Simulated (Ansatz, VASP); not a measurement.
## TiO2 in VASP and in Ansatz

```
CELL_PARAMETERS angstrom
1.47410 -4.79653 0.00000
1.47410 4.79653 0.00000
0.00000 0.00000 10.23522
ATOMIC_POSITIONS crystal
Ti 0.86691 0.13309 0.58314
Ti 0.13309 0.86691 0.41686
Ti 0.86691 0.13309 0.91686
Ti 0.13309 0.86691 0.08314
O 0.50000 0.50000 0.50000
O 0.50000 0.50000 0.00000
O 0.93424 0.06577 0.75000
O 0.06577 0.93424 0.25000
O 0.75440 0.24560 0.10287
O 0.24560 0.75440 0.89713
O 0.24560 0.75440 0.60287
O 0.75440 0.24560 0.39713
```

Alike in both runs: functional PBEsol; k mesh 9 × 9 × 3; occupations fermi-dirac, width 0.05 eV; no spin polarisation.

|  | VASP | Ansatz |
| --- | --- | --- |
| version | VASP 6.6.1 | Ansatz 0.2.0 |
| potentials or method | VASP PAW PBE potentials, release 64 (Ti_sv, O) | Ansatz PAW |
| plane-wave cutoff (eV) | 520 | 420 |
| valence electrons in the cell | 96 | 96 |
| task | single point | band structure |

|  | VASP | Ansatz | Ansatz less VASP |
| --- | --- | --- | --- |
| gap on the k mesh at the Fermi level (eV) | 2.52 | 2.54 | +0.017 |
| least direct gap on the mesh (eV) | 2.61 | 2.63 | +0.017 |
| pressure (GPa) | -6.3 | -7.0 | -0.68 |
| traceless stress, the component that is largest in VASP (GPa) | -0.63 | -0.74 | -0.107 |
| rms of the force components (eV/Å) | 0.137 | 0.175 | +0.0381 |

VASP's potentials were made for PBE, not for PBEsol. Atom by atom the forces differ by 0.042 eV/Å (rms over components). The functional is the same, so the differences come from potentials, cutoffs and numerics.
